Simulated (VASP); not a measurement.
Runs of VASP 6.6.1 on Ru. The structure is that of space group P6_3/mmc (No. 194), or close to it. The cells are those of the table. 

```csv
cell,gap on the mesh (eV),pressure (GPa)
"a = 2.674, b = 2.674, c = 4.227 Å, angles 90.0, 90.0, 120.0°, 2 atoms",none,(a)
"a = 2.728, b = 2.728, c = 4.227 Å, angles 90.0, 90.0, 120.0°, 2 atoms",none,-12.0
"a = 2.567, b = 2.567, c = 4.227 Å, angles 90.0, 90.0, 120.0°, 2 atoms",none,37.9
"a = 2.621, b = 2.621, c = 4.227 Å, angles 90.0, 90.0, 120.0°, 2 atoms",none,17.4
"a = 2.781, b = 2.781, c = 4.227 Å, angles 90.0, 90.0, 120.0°, 2 atoms",none,(b)
```

Alike in all rows: task single point; level LDA; potentials or basis VASP PAW LDA potentials, release 64 (Ru_pv); no spin polarisation; k mesh 21 × 21 × 10; cutoff (eV) 520; smearing gaussian 0.15 eV.

**Question.** Estimate the missing entries.

**Answer.** (a) 1.0; (b) -22.1.

Caveats: the stress differs along the axes, from -15 to -7 GPa (at least some runs); the stress differs along the axes, from 21 to 46 GPa (at least some runs); the stress differs along the axes, from 10 to 21 GPa (at least some runs); the stress differs along the axes, from -26 to -13 GPa (at least some runs).

A k mesh can miss the band edges, and the runs leave out spin-orbit coupling on Ru.

A gap of «none» marks levels without a gap at the run's occupations.
